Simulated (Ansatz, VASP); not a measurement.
## MoS2 in VASP and in Ansatz

INCAR

```
ALGO = Normal
EDIFF = 1E-6
ENCUT = 520
GGA = PS
ISIF = 2
ISMEAR = 1
LASPH = T
LCHARG = T
LELF = T
LREAL = F
LVHAR = T
LWAVE = F
NBANDS = 20
NELM = 80
PREC = Accurate
SIGMA = 0.1
```

File KPOINTS:

```
k-points
0
Gamma
  6 6 3
```

POSCAR

```
MoS2
1.0
    3.2273400000      0.0407500000      0.0029600000
   -1.5783800000      2.8033800000      0.0062500000
    0.0057800000      0.0174500000      6.4273100000
Mo S
1 2
Direct
    0.0064100000      0.9986900000      0.4964200000
    0.3317800000      0.6689500000      0.2568600000
    0.6718680482      0.3327446782      0.7490193978
```

Input for Ansatz:

```yaml
crystal:
  lattice:
    - [3.22734, 0.04075, 0.00296]
    - [-1.57838, 2.80338, 0.00625]
    - [0.00578, 0.01745, 6.42731]
  atoms:
    - { symbol: Mo, position: [0.00641, 0.99869, 0.49642] }
    - { symbol: S, position: [0.33178, 0.66895, 0.25686] }
    - { symbol: S, position: [0.6718680482334447, 0.3327446781540553, 0.7490193977634136] }
basis:
  ecutwfc: 540.0
  xc_grid: 2
kpoints:
  mp_grid:
    grid: [6, 6, 3]
hamiltonian:
  xc: pbesol
scf:
  convergence:
    dr2_threshold: 1.0e-09
  occupations:
    method: cold
    width: 0.1
output:
  forces: true
  stress: true
```

Alike in both runs: task single point; functional PBEsol; k mesh 6 × 6 × 3; no spin polarisation.

|  | VASP | Ansatz |
| --- | --- | --- |
| version | VASP 6.6.1 | Ansatz 0.2.0 |
| potentials or method | VASP PAW PBE potentials, release 64 (Mo_sv, S), cutoff 520 eV | plane waves, PAW |
| occupations | methfessel-paxton of order 1, width 0.1 eV | cold, width 0.1 eV |
| valence electrons in the cell | 26 | 26 |

Ansatz gave:

```
pressure (GPa)                                                : -7.3
traceless stress, the component that is largest in VASP (GPa) : -2.77
rms of the force components (eV/Å)                            : 0.488
```

Question: Estimate VASP's values.

Answer: Pressure (GPa): -7.3; traceless stress, the component that is largest in VASP (GPa): -2.80; rms of the force components (eV/Å): 0.489.

VASP's potentials were made for PBE, not for PBEsol. Atom by atom the forces differ by 0.003 eV/Å (rms over components). Ansatz's warnings: stress scf threshold loose.

The k mesh is coarse, so the values compare programs but aren't converged.
